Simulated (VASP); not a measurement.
# Si (Ibca) in VASP: single point with PBE

Aim: the single point of Si with PBE.

Everything below comes from runs of VASP 6.6.1. Logs are shortened: lines on timing, memory, paths and dates and some standing lists are left out, and cuts for length are marked.

**1. The cell of the first run**

Symmetry: Ibca, No. 73, orthorhombic system. Conventional cell: a = 6.503 Å, b = 6.636 Å, c = 6.636 Å, α = 90.00°, β = 90.00°, γ = 90.00°. Si (site symmetry 1) has 4 Si at 2.33 to 2.37 Å within 3.1 Å.

**2. Single point, PBE (z stretched by -2 %, then relaxed in part)**

INCAR

```
  PREC = Accurate
  ENCUT = 520
  EDIFF = 1E-6
  ISMEAR = -1
  SIGMA = 0.05
  LREAL = F
  LASPH = T
  NELM = 60
  ALGO = Normal
  ISIF = 2
  LWAVE = F
  LCHARG = F
  GGA = PE
  NBANDS = 26
```

KPOINTS

```
Automatic mesh
0
Gamma
  10 10 10
```

POSCAR

```
Si
1.0
   -3.3180000000      3.3180000000      3.2516400000
    3.3180000000     -3.3180000000      3.2516400000
    3.3180000000      3.3180000000     -3.2516400000
Si
8
Direct
    0.2047441919      0.2037182870      0.2049399037
    0.4987783833     -0.0001957118      0.2950600963
    0.2952558081      0.5001957118     -0.0010259049
    0.0012216167      0.2962817130      0.5010259049
    0.7952558081      0.7962817130      0.7950600963
    0.5012216167      0.0001957118      0.7049399037
    0.7047441919      0.4998042882      0.0010259049
   -0.0012216167      0.7037182870      0.4989740951
```

Potentials or basis: VASP PAW PBE potentials, release 64 (Si).

Command:

```console
$ cat potpaw_PBE.64/Si/POTCAR > POTCAR
$ mpirun -np 1 vasp_std > vasp.out
```

OUTCAR:

```text
PREC = Accurate
   ENCUT = 520
   EDIFF = 1E-6
   ISMEAR = -1
   LREAL = F
   LASPH = T
   NELM = 60
   ISIF = 2
   GGA = PE

 ion  position               nearest neighbor table
   1  0.205  0.204  0.205-   5 2.33   3 2.36   4 2.37   2 2.37
   2  0.499  1.000  0.295-   6 2.33   4 2.36   3 2.37   1 2.37
   3  0.295  0.500  0.999-   7 2.33   1 2.36   2 2.37   4 2.37
   4  0.001  0.296  0.501-   8 2.33   2 2.36   1 2.37   3 2.37
   5  0.795  0.796  0.795-   1 2.33   7 2.36   8 2.37   6 2.37
   6  0.501  0.000  0.705-   2 2.33   8 2.36   7 2.37   5 2.37
   7  0.705  0.500  0.001-   3 2.33   5 2.36   6 2.37   8 2.37
   8  0.999  0.704  0.499-   4 2.33   6 2.36   5 2.37   7 2.37

  LATTYP: Found a body centered tetragonal cell.
 ALAT       =     6.6360000000
 C/A-ratio  =     0.9800000000

  Lattice vectors:

 A1 = (  -3.3180000000,   3.3180000000,   3.2516400000)
 A2 = (   3.3180000000,  -3.3180000000,   3.2516400000)
 A3 = (   3.3180000000,   3.3180000000,  -3.2516400000)

Analysis of symmetry for initial positions (statically):
=====================================================================
 Subroutine PRICEL returns:
 Original cell was already a primitive cell.

 Routine SETGRP: Setting up the symmetry group for a
 body centered tetragonal supercell.

 Subroutine GETGRP returns: Found  8 space group operations
 (whereof  2 operations were pure point group operations)
 out of a pool of 16 trial point group operations.

The static configuration has the point symmetry S_2 .
 The point group associated with its full space group is D_2h.

Analysis of symmetry for dynamics (positions and initial velocities):
=====================================================================
 Subroutine PRICEL returns:
 Original cell was already a primitive cell.

 Routine SETGRP: Setting up the symmetry group for a
 body centered tetragonal supercell.

 Subroutine GETGRP returns: Found  8 space group operations
 (whereof  2 operations were pure point group operations)
 out of a pool of 16 trial point group operations.

The dynamic configuration has the point symmetry S_2 .
 The point group associated with its full space group is D_2h.

 Subroutine INISYM returns: Found  8 space group operations
 (whereof  2 operations are pure point group operations),
 and found     1 'primitive' translations

----------------------------------------------------------------------------------------

[... 108 lines left out ...]
   IBRION =     -1    ionic relax: 0-MD 1-quasi-New 2-CG
   NFREE  =      0    steps in history (QN), initial steepest desc. (CG)
   ISIF   =      2    stress and relaxation
   ISYM   =      2    0-nonsym 1-usesym 2-fastsym
   POTIM  = 0.5000    time-step for ionic-motion
   TEBEG  =    0.0;   TEEND  =   0.0 temperature during run
   PSTRESS=    0.0 pullay stress
   NELECT =      32.0000    total number of electrons
   NUPDOWN=      -1.0000    fix difference up-down
   EMIN   =  10.00;   EMAX   =-10.00  energy-range for DOS
   EFERMI =   0.00;   METHOD = LEGACY
   ISMEAR =    -1;   SIGMA  =   0.05  broadening in eV -4-tet -1-fermi 0-gaus
   EFERMI_NEDOS =   21; number of points for ismear=-14 and -15
   IALGO  =     38    algorithm
   IMIX   =      4    mixing-type and parameters
     AMIX     =   0.40;   BMIX     =  1.00
     AMIX_MAG =   1.60;   BMIX_MAG =  1.00
  volume/ion in A,a.u.               =      17.90       120.79
  Fermi-wavevector in a.u.,A,eV,Ry     =   0.993466  1.877379 13.428611  0.986975
  Thomas-Fermi vector in A             =   2.125350
   LORBIT       =      0    0 simple, 1 ext, 2 COOP (PROOUT), +10 PAW based schemes
   GGA     = PE    functional components
   LHFCALC =     F    Hartree Fock is set to
   AEXX    =    0.0000 exact exchange contribution
   IVDW    =     0    specifies the selected vdW correction
   LEPSILON=     F    determine dielectric tensor
   LRPA    =     F    only Hartree local field effects (RPA)
 non-spin polarized calculation
  energy-cutoff  :      520.00
  volume of cell :      143.19
 maximum number of plane-waves:      3893
   NGX = 21   NGY = 21   NGZ = 21

 number of electron      32.0000002 magnetization

 Free energy of the ion-electron system (eV)
  ---------------------------------------------------
  ext. energy  EPLUGINS =         0.00000000
  ---------------------------------------------------
  free energy    TOTEN  =       -42.08629946 eV

  energy without entropy =      -42.07943186  energy(sigma->0) =      -42.08286566

 E-fermi :   7.3293     XC(G=0): -10.0520

 val. band max:        7.3276575858   @ k =  -0.4000   0.4000   0.4000
 cond. band min:       7.3361587516   @ k =  -0.4000  -0.4000   0.2000
 fundamental gap:      0.0085011657
 Fermi energy:         7.3292505142

 k-point     1 :       0.0000    0.0000    0.0000
  band No.  band energies     occupation
      1      -5.5019      2.00000
      2      -1.0551      2.00000
      3      -0.7476      2.00000
      4      -0.6318      2.00000
      5      -0.6194      2.00000
      6       0.7560      2.00000
[... 685 lines left out ...]
     25      12.1251      0.00000
     26      12.5886      0.00000

 [... further k-points ...]

------------------------ aborting loop because EDIFF is reached ----------------------------------------

  FORCE on cell =-STRESS in cart. coord.  units (eV):
  Direction    XX          YY          ZZ          XY          YZ          ZX
  --------------------------------------------------------------------------------------
  -------------------------------------------------------------------------------------
  Total        1.6075830      1.5944468      3.8760263      0.0000000      0.0000000      0.0000000
  in kB       17.9874163     17.8404339     43.3692669      0.0000000      0.0000000      0.0000000
  external PRESSURE =      26.3990390 kB  Pullay stress =       0.0000000 kB

 VOLUME and BASIS-vectors are now :
 -----------------------------------------------------------------------------
  energy-cutoff  :      520.00
  volume of cell :      143.19
      direct lattice vectors                 reciprocal lattice vectors
    -3.318000000  3.318000000  3.251640000     0.000000000  0.150693189  0.153768560
     3.318000000 -3.318000000  3.251640000     0.150693189  0.000000000  0.153768560
     3.318000000  3.318000000 -3.251640000     0.150693189  0.150693189  0.000000000

 POSITION                                       TOTAL-FORCE (eV/Angst)
 -----------------------------------------------------------------------------------
      0.67659      0.68339      0.66178        -0.000835     -0.000507     -0.001020
      2.64141     -0.68339      3.91342         0.000835      0.000507     -0.001020
      3.99459      2.63461     -0.66178        -0.000835      0.000507      0.001020
      2.64141      0.68339     -0.66178         0.000835     -0.000507      0.001020
      2.64141      2.63461      2.58986         0.000835      0.000507      0.001020
      0.67659      4.00139     -0.66178        -0.000835     -0.000507      0.001020
     -0.67659      0.68339      3.91342         0.000835     -0.000507     -0.001020
      0.67659      2.63461      3.91342        -0.000835      0.000507     -0.001020
 -----------------------------------------------------------------------------------
    total drift:                                0.000000      0.000000     -0.000000

  FREE ENERGIE OF THE ION-ELECTRON SYSTEM (eV)
  ---------------------------------------------------
  free  energy   TOTEN  =       -42.0862994581 eV

  energy  without entropy=      -42.0794318573  energy(sigma->0) =      -42.08286566
```

Run time: 4.4 min. Hardware: 1 thread of Intel Xeon 6975P-C (Granite Rapids), shared host; peak memory 0.55 GiB.

What came out:

```
Free energy            : -42.0863 eV
Pressure               : 2.6 GPa
Band gap on the k mesh : zero (bands 16 and 17 overlap by 0.18 eV)
```

Caveat: the cell differs from its parent crystal (z stretched by -2 %, then relaxed in part); semilocal functionals underestimate gaps, so a narrow gap can read as zero.
